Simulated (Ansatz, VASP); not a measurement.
Al2InAs3 in VASP and in Ansatz

Contents of INCAR:

```
SYSTEM = Al2InAs3
  PREC = Accurate
  ENCUT = 520
  EDIFF = 1E-6
  ISMEAR = 0
  SIGMA = 0.1
  LREAL = .FALSE.
  LASPH = .TRUE.
  NELM = 80
  ALGO = Normal
  ISIF = 2
  LWAVE = .FALSE.
  LCHARG = .FALSE.
  GGA = PE
  NBANDS = 26
```

File KPOINTS:

```
Automatic mesh
0
G
  6 6 6
  0 0 0
```

The input POSCAR:

```
Al2InAs3
1.0
   -1.9629459000      1.9629459000      8.3280741300
    1.9629459000     -1.9629459000      8.3280741300
    1.9629459000      1.9629459000     -8.3280741300
Al In As
2 1 3
Direct
    0.4166666700      0.9166666700      0.5000000000
    0.0833333300      0.5833333300      0.5000000000
    0.7500000000      0.2500000000      0.5000000000
    0.8333333300      0.8333333300      0.0000000000
    0.5000000000      0.5000000000      0.0000000000
    0.1666666700      0.1666666700      0.0000000000
```

Input for Ansatz:

```yaml
crystal:
  lattice:
    - [-1.9629459, 1.9629459, 8.32807413]
    - [1.9629459, -1.9629459, 8.32807413]
    - [1.9629459, 1.9629459, -8.32807413]
  atoms:
    - { symbol: Al, position: [0.41666667, 0.91666667, 0.5] }
    - { symbol: Al, position: [0.08333333, 0.58333333, 0.5] }
    - { symbol: In, position: [0.75, 0.25, 0.5] }
    - { symbol: As, position: [0.83333333, 0.83333333, 0.0] }
    - { symbol: As, position: [0.5, 0.5, 0.0] }
    - { symbol: As, position: [0.16666667, 0.16666667, 0.0] }
basis:
  ecutwfc: 420
kpoints:
  mp_grid: { grid: [6, 6, 6] }
hamiltonian:
  xc: pbe
scf:
  occupations: { method: gaussian, width: 0.1 }
  lower_state_search: "off"
output:
  forces: true
  stress: true
  eigenvalues: true
```

Alike in both runs: task single point; functional PBE; k mesh 6 × 6 × 6; occupations gaussian, width 0.1 eV; no spin polarisation.

|  | VASP | Ansatz |
| --- | --- | --- |
| version | VASP 6.6.1 | Ansatz 0.2.0 |
| potentials or method | VASP PAW PBE potentials, release 64 (Al, In_d, As), cutoff 520 eV | scalar-relativistic, plane waves, PAW |
| valence electrons in the cell | 34 | 64 |

Ansatz gave:

| Item | Value |
| --- | --- |
| gap on the k mesh at the Fermi level (eV) | 1.20 |
| least direct gap on the mesh (eV) | 1.59 |
| pressure (GPa) | 16.2 |
| traceless stress, the component that is largest in VASP (GPa) | -0.17 |
| rms of the force components (eV/Å) | 0.778 |

Problem. What did VASP give for the same quantities?

Solution. gap on the k mesh at the Fermi level (eV): 1.19; least direct gap on the mesh (eV): 1.57; pressure (GPa): 16.5; traceless stress, the component that is largest in VASP (GPa): -0.17; rms of the force components (eV/Å): 0.777.

Atom by atom the forces differ by 0.001 eV/Å (rms over components). With one functional, cell and mesh, what is left measures potentials, basis and numerics. VASP's potentials hold 34 valence electrons a cell and Ansatz's 64, so a difference there can come from the potentials and not from the codes.
